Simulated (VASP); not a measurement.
Be, 13 atoms in the cell. The cell holds a slab with vacuum, 13 atoms: a = 4.580 Å, b = 4.580 Å, c = 15.588 Å, α = 90.00°, β = 90.00°, γ = 60.00°. 

| Quantity | Value |
| --- | --- |
| Program | VASP 6.6.1 |
| Task | single point |
| Functional | PBE |
| Potentials or basis | VASP PAW PBE potentials, release 64 (Be) |
| Cutoff | 520 eV |
| k mesh | 5 × 5 × 1 |
| Occupations | gaussian, width 0.15 eV |
| Spin | no spin polarisation |
| Dipole correction | no |
| Further INCAR settings | ALGO = Normal; EDIFF = 1e-07; NBANDS = 25 |

Potentials or basis: VASP PAW PBE potentials, release 64 (Be).

The run is started by

```sh
$ cat potpaw_PBE.64/Be/POTCAR > POTCAR
$ mpirun -np 1 vasp_std > vasp.out
```

Hardware: 1 thread of AMD EPYC 7R43 64-Core Processor (Zen 3), with other jobs on the host.

Question: Estimate the wall time of this run.

Answer: It took 4.6 min on 1 thread of AMD EPYC 7R43 64-Core Processor (Zen 3), on a shared host, peak memory 0.35 GiB. Counts: scf iterations 23, k points 13.
